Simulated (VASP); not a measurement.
**SiO2: single point with LDA**

SiO2:

```
CELL_PARAMETERS angstrom
4.94987 0.00000 0.00000
0.00000 4.94987 0.00000
0.00000 0.00000 7.17947
ATOMIC_POSITIONS crystal
Si 0.00000 0.00000 0.00000
Si 0.00000 0.50000 0.25000
Si 0.50000 0.50000 0.50000
Si 0.50000 0.00000 0.75000
O 0.10027 0.25000 0.12500
O 0.25000 0.60027 0.37500
O 0.75000 0.39973 0.37500
O 0.89973 0.75000 0.12500
O 0.60027 0.75000 0.62500
O 0.75000 0.10027 0.87500
O 0.25000 0.89973 0.87500
O 0.39973 0.25000 0.62500
```

```
Program                : VASP 6.6.1
Task                   : single point
Functional             : LDA
Potentials or basis    : VASP PAW LDA potentials, release 64 (Si, O)
Cutoff                 : 520 eV
k mesh                 : 6 × 6 × 4
Occupations            : gaussian, width 0.02 eV
Spin                   : no spin polarisation
Dipole correction      : no
Further INCAR settings : ALGO = Normal; EDIFF = 1e-06; NBANDS = 44
```

| Quantity | Value |
| --- | --- |
| Pressure | 0.9 GPa |
| Largest force | 0.028 eV/Å |
| Band gap on the k mesh | 5.79 eV |

Forces in eV/Å, atoms in the order of the input:
```
Si   0.000  0.000  0.000
Si   0.000  0.000  0.000
Si   0.000  0.000  0.000
Si   0.000  0.000  0.000
O    0.028  0.000  0.000
O    0.000  0.028  0.000
O    0.000 -0.028  0.000
O   -0.028  0.000  0.000
O    0.028  0.000  0.000
O    0.000  0.028  0.000
O    0.000 -0.028  0.000
O   -0.028  0.000  0.000
```

Stress tensor (GPa, compression positive):
```
0.56 0.00 0.00
0.00 0.56 0.00
0.00 0.00 1.60
```

Levels at points of the mesh, in eV from the valence-band top:
| k point | band 30 | band 31 | band 32 | band 33 | band 34 | band 35 |
| --- | --- | --- | --- | --- | --- | --- |
| (0.00, 0.00, 0.00) | -0.34 | 0.00 | 0.00 | 5.79 | 8.61 | 8.79 |
| (0.50, 0.00, 0.00) | -0.63 | -0.18 | -0.18 | 7.81 | 7.81 | 9.36 |
| (0.50, 0.50, 0.00) | -0.30 | -0.30 | -0.30 | 9.00 | 9.00 | 9.00 |
| (0.00, 0.00, 0.50) | -0.20 | -0.20 | -0.20 | 6.92 | 6.92 | 8.95 |
| (0.50, 0.00, 0.50) | -0.45 | -0.15 | -0.15 | 8.19 | 8.19 | 8.79 |
| (0.50, 0.50, 0.50) | -0.41 | -0.41 | -0.41 | 9.37 | 9.37 | 9.37 |

Run time: 3.9 min on 1 thread of Intel Xeon 6975P-C (shared host), peak memory 0.32 GiB.

A k mesh can miss the band edges.
